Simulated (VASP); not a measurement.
A run of VASP 6.6.1 is set up as follows.

File INCAR:

```
SYSTEM = KTaO3
ALGO = Normal ; EDIFF = 1E-7
EDIFFG = -0.01 ; ENCUT = 600
GGA = PE ; IBRION = 2
ISIF = 3 ; ISMEAR = 0
IVDW = 13 ; LASPH = .TRUE.
LCHARG = .FALSE. ; LREAL = .FALSE.
LWAVE = .FALSE. ; NELM = 80
NSW = 80 ; PREC = Accurate
SIGMA = 0.01
```

The input KPOINTS:

```
k-points
0
G
  4 4 4
  0 0 0
```

POSCAR

```
KTaO3
1.0
    3.9883000000      0.0000000000      0.0000000000
    0.0000000000      3.9883000000      0.0000000000
    0.0000000000      0.0000000000      3.9883000000
K Ta O
1 1 3
Direct
    0.5000000000      0.5000000000      0.5000000000
    0.0000000000      0.0000000000      0.0000000000
    0.5000000000      0.0000000000      0.0000000000
    0.0000000000      0.5000000000      0.0000000000
    0.0000000000      0.0000000000      0.5000000000
```

Potentials or basis: VASP PAW PBE potentials, release 64 (K_sv, Ta_pv, O).

Command:

```console
$ cat potpaw_PBE.64/K_sv/POTCAR potpaw_PBE.64/Ta_pv/POTCAR potpaw_PBE.64/O/POTCAR > POTCAR
$ mpirun -np 1 vasp_std > vasp.out
```

Task: Predict the relaxed volume.

Result: 12.93 Å³/atom.

Task: Estimate the band gap on the k mesh.

Result: 2.12 eV, indirect (least direct gap 2.75 eV).

Task: What does it give for the space group after relaxing (to 0.05 Å)?

Result: Pm-3m (No. 221).

Final structure:
```
CELL_PARAMETERS angstrom
4.01398 0.00000 0.00000
0.00000 4.01398 0.00000
0.00000 0.00000 4.01398
ATOMIC_POSITIONS crystal
K 0.50000 0.50000 0.50000
Ta 0.00000 0.00000 0.00000
O 0.50000 0.00000 0.00000
O 0.00000 0.50000 0.00000
O 0.00000 0.00000 0.50000
```

Caveat: spin-orbit coupling is left out, which moves the levels of the heavy elements. Expect the measured gap to be larger: semilocal functionals such as PBE lack the derivative discontinuity.
